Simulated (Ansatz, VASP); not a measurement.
**One calculation of Al2Cu, two programs**

File INCAR:

```
PREC = Accurate
ENCUT = 520
EDIFF = 1E-6
ISMEAR = 0
SIGMA = 0.15
LREAL = False
LASPH = True
NELM = 80
ALGO = Fast
ISIF = 2
LWAVE = False
LCHARG = True
GGA = CA
LELF = True
LVHAR = True
NBANDS = 26
```

Contents of KPOINTS:

```
regular mesh
0
Gamma
  10 10 10
```

Contents of POSCAR:

```
Al2Cu
1.0
   -2.9660863797      2.9660863797      2.3929504194
    2.9660863797     -2.9660863797      2.3929504194
    2.9660863797      2.9660863797     -2.3929504194
Al Cu
4 2
Direct
    0.1341288269      0.7057662567      0.7820558790
    0.6982840092      0.8559413660      0.4654921534
    0.7900345329      0.3069949304      0.1803149246
    0.3434194941      0.1394447294      0.4921481572
    0.8670529228      0.8746488010      0.1091026245
    0.1670802140      0.1172039165     -0.0291137387
```

Input for Ansatz:

```yaml
crystal:
  lattice:
    - [-2.9660863797, 2.9660863797, 2.3929504194]
    - [2.9660863797, -2.9660863797, 2.3929504194]
    - [2.9660863797, 2.9660863797, -2.3929504194]
  atoms:
    - { symbol: Al, position: [0.1341288269, 0.7057662567, 0.782055879] }
    - { symbol: Al, position: [0.6982840092, 0.855941366, 0.4654921534] }
    - { symbol: Al, position: [0.7900345329, 0.3069949304, 0.1803149246] }
    - { symbol: Al, position: [0.3434194941, 0.1394447294, 0.4921481572] }
    - { symbol: Cu, position: [0.8670529228, 0.874648801, 0.1091026245] }
    - { symbol: Cu, position: [0.167080214, 0.1172039165, -0.0291137387] }
basis:
  ecutwfc: 420
kpoints:
  mp_grid: { grid: [10, 10, 10] }
hamiltonian:
  xc: lda
scf:
  occupations: { method: gaussian, width: 0.15 }
output:
  forces: true
  stress: true
  eigenvalues: true
```

Change from the starting cell: all atoms moved at random, sigma 0.25 Å a component.

Alike in both runs: task single point; functional LDA; k mesh 10 × 10 × 10; occupations gaussian, width 0.15 eV; no spin polarisation.

```csv
,VASP,Ansatz
version,VASP 6.6.1,Ansatz 0.2.0
potentials or method,"VASP PAW LDA potentials, release 64 (Al, Cu), cutoff 520 eV","scalar-relativistic, plane waves, PAW"
valence electrons in the cell,34,50
```

```tsv
	VASP	Ansatz	Ansatz less VASP
gap on the k mesh at the Fermi level (eV)	none	none	-
rms of the force components (eV/Å)	5.783	5.716	-0.0666
```

LDA's correlation is that of Perdew and Zunger in VASP and of Perdew and Wang (1992) in Ansatz. Atom by atom the forces differ by 0.067 eV/Å (rms over components). A gap of «none» marks a metal or a gap that the smearing closes. VASP's potentials hold 34 valence electrons a cell and Ansatz's 50, so a difference there can come from the potentials and not from the codes.
